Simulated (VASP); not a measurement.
Here is a VASP 6.6.1 calculation.

The input INCAR:

```
PREC     = Accurate       # precision mode
ENCUT    = 520            # plane-wave cutoff, eV
EDIFF    = 1E-6           # SCF threshold, eV
ISMEAR   = 0              # smearing method
SIGMA    = 0.1            # smearing width, eV
LREAL    = F              # projectors in reciprocal space
LASPH    = T              # aspherical terms in the spheres
NELM     = 150            # most SCF steps
ALGO     = Normal         # electronic algorithm
ISIF     = 2              # what is computed and relaxed
LWAVE    = F              # write WAVECAR
LCHARG   = T              # write CHGCAR
ISPIN    = 2              # spin polarisation
MAGMOM   = 2.5 2.5 0 0 0 0 # initial moments
LORBIT   = 11             # projections on sites
LMAXMIX  = 4              # l up to which the mixer works
GGA      = PE             # functional
LELF     = T              # ELF
LVHAR    = T            
NBANDS   = 41             # bands
```

KPOINTS

```
Automatic mesh
0
Gamma
  6 6 14
```

POSCAR

```
WF2
1.0
    5.5902915651      0.0000000000      0.0000000000
    0.0000000000      5.5902915651      0.0000000000
    0.0000000000      0.0000000000      2.3555135426
W F
2 4
Direct
    0.0000000000      0.0000000000      0.0000000000
    0.5000000000      0.5000000000      0.5000000000
    0.2463486688      0.2463486688      0.0000000000
    0.7536513312      0.7536513312      0.0000000000
    0.7463486688      0.2536513312      0.5000000000
    0.2536513312      0.7463486688      0.5000000000
```

Potentials or basis: VASP PAW PBE potentials, release 64 (W_sv, F).

The run is started by

```console
$ cat potpaw_PBE.64/W_sv/POTCAR potpaw_PBE.64/F/POTCAR > POTCAR
$ mpirun -np 1 vasp_std > vasp.out
```

Predict the largest force.

1.402 eV/Å.

Predict the net moment.

0.00 μB per cell.

Forces in eV/Å, atoms in the order of the input:
```
W    0.000  0.000  0.000
W    0.000  0.000  0.000
F    0.992  0.992  0.000
F   -0.992 -0.992  0.000
F    0.992 -0.992  0.000
F   -0.992  0.992  0.000
```

Caveat: forces of over 1 eV/Å act on the atoms, so gaps and moduli don't describe the material at rest.
